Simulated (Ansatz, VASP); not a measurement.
# BW: VASP beside Ansatz

Contents of INCAR:

```
SYSTEM = BW
ALGO     = Normal         ! electronic algorithm
EDIFF    = 1E-6           ! SCF threshold, eV
ENCUT    = 520            ! plane-wave cutoff, eV
GGA      = CA             ! functional
ISIF     = 2              ! what is computed and relaxed
ISMEAR   = -1             ! smearing method
LASPH    = .True.         ! aspherical terms in the spheres
LCHARG   = .True.         ! write CHGCAR
LELF     = .True.         ! ELF
LREAL    = .False.        ! projectors in reciprocal space
LVHAR    = .True.       
LWAVE    = .False.        ! write WAVECAR
NBANDS   = 44             ! bands
NELM     = 80             ! most SCF steps
PREC     = Accurate       ! precision mode
SIGMA    = 0.05           ! smearing width, eV
```

The input KPOINTS:

```
k-points
0
Gamma
  12 12 12
  0 0 0
```

Contents of POSCAR:

```
BW
1.0
   -1.5575000000      1.5575000000      8.4650000000
    1.5575000000     -1.5575000000      8.4650000000
    1.5575000000      1.5575000000     -8.4650000000
W B
4 4
Direct
    0.8030000000      0.8030000000      0.0000000000
    0.5530000000      0.0530000000      0.5000000000
    0.9470000000      0.4470000000      0.5000000000
    0.1970000000      0.1970000000      0.0000000000
    0.6480000000      0.6480000000      0.0000000000
    0.3980000000      0.8980000000      0.5000000000
    0.1020000000      0.6020000000      0.5000000000
    0.3520000000      0.3520000000      0.0000000000
```

Contents of input.yaml:

```yaml
crystal:
  lattice:
    - [-1.5575, 1.5575, 8.465]
    - [1.5575, -1.5575, 8.465]
    - [1.5575, 1.5575, -8.465]
  atoms:
    - { symbol: W, position: [0.803, 0.803, 0.0] }
    - { symbol: W, position: [0.553, 0.053, 0.5] }
    - { symbol: W, position: [0.947, 0.447, 0.5] }
    - { symbol: W, position: [0.197, 0.197, 0.0] }
    - { symbol: B, position: [0.648, 0.648, 0.0] }
    - { symbol: B, position: [0.398, 0.898, 0.5] }
    - { symbol: B, position: [0.102, 0.602, 0.5] }
    - { symbol: B, position: [0.352, 0.352, 0.0] }
hamiltonian:
  xc: lda
  pseudopotentials: { kind: paw }
kpoints:
  mp_grid: { grid: [12, 12, 12] }
  band_path:
    path:
      - [[0.0, 0.0, 0.0], [-0.5, 0.5, 0.0], [-0.5, 0.5, -0.0169266958], [-0.2584633479, 0.2584633479, -0.2584633479], [0.0, 0.0, 0.0], [0.5, 0.5, -0.5], [0.2584633479, 0.7415366521, -0.7415366521], [0.0, 0.5, -0.5], [-0.25, 0.75, -0.25], [0.0169266958, 0.9830733042, -0.5], [0.5, 0.5, -0.5]]
      - [[-0.5, 0.5, 0.0], [-0.25, 0.75, -0.25]]
    npoints: 10
scf:
  occupations: { method: fermi_dirac, width: 0.05 }
  n_extra_bands: 20
output:
  forces: true
  stress: true
  eigenvalues: true
  fatbands: true
```

Alike in both runs: functional LDA; k mesh 12 × 12 × 12; occupations fermi-dirac, width 0.05 eV; no spin polarisation.

|  | VASP | Ansatz |
| --- | --- | --- |
| version | VASP 6.6.1 | Ansatz 0.2.0 |
| potentials or method | VASP PAW LDA potentials, release 64 (W_sv, B) | Ansatz PAW |
| plane-wave cutoff (eV) | 520 | 420 |
| valence electrons in the cell | 68 | 68 |
| task | single point | band structure |

```tsv
	VASP	Ansatz	Ansatz less VASP
gap on the k mesh at the Fermi level (eV)	none	none	-
pressure (GPa)	-1.3	-3.1	-1.79
traceless stress, the component that is largest in VASP (GPa)	3.43	3.35	-0.074
rms of the force components (eV/Å)	0.809	0.802	-0.0071
```

LDA's correlation is that of Perdew and Zunger in VASP and of Perdew and Wang (1992) in Ansatz. Atom by atom the forces differ by 0.012 eV/Å (rms over components). A gap of «none» marks a metal or a gap that the smearing closes.

Spin-orbit coupling is off throughout.
